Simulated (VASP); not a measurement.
Here is a VASP 6.6.1 calculation.

Contents of INCAR:

```
PREC = Accurate
ENCUT = 600
EDIFF = 1E-6
ISMEAR = -1
SIGMA = 0.05
LREAL = False
LASPH = True
NELM = 120
ALGO = Normal
ISIF = 2
LWAVE = False
LCHARG = False
GGA = LIBXC
LIBXC1 = GGA_X_B88
LIBXC2 = GGA_C_PBE
NBANDS = 11
GGA_COMPAT = False
```

The input KPOINTS:

```
regular mesh
0
Gamma
  10 10 10
```

File POSCAR:

```
AlN
1.0
    0.0000000000      2.1544765148      2.1544765148
    2.1544765148      0.0000000000      2.1544765148
    2.1544765148      2.1544765148      0.0000000000
Al N
1 1
Direct
    0.0000000000      0.0000000000      0.0000000000
    0.2500000000      0.2500000000      0.2500000000
```

Potentials or basis: VASP PAW PBE potentials, release 64 (Al, N).

Command:

```bash
$ cat potpaw_PBE.64/Al/POTCAR potpaw_PBE.64/N/POTCAR > POTCAR
$ mpirun -np 1 vasp_std > vasp.out
```

(1) Predict the band gap on the k mesh.

(2) Predict the pressure.

Answers

(1) 3.36 eV (least direct gap 4.58 eV).

(2) 13.9 GPa.

Caveat: the cell stands under pressure; the PAW data sets were made with another functional, which shifts forces and pressure a little.
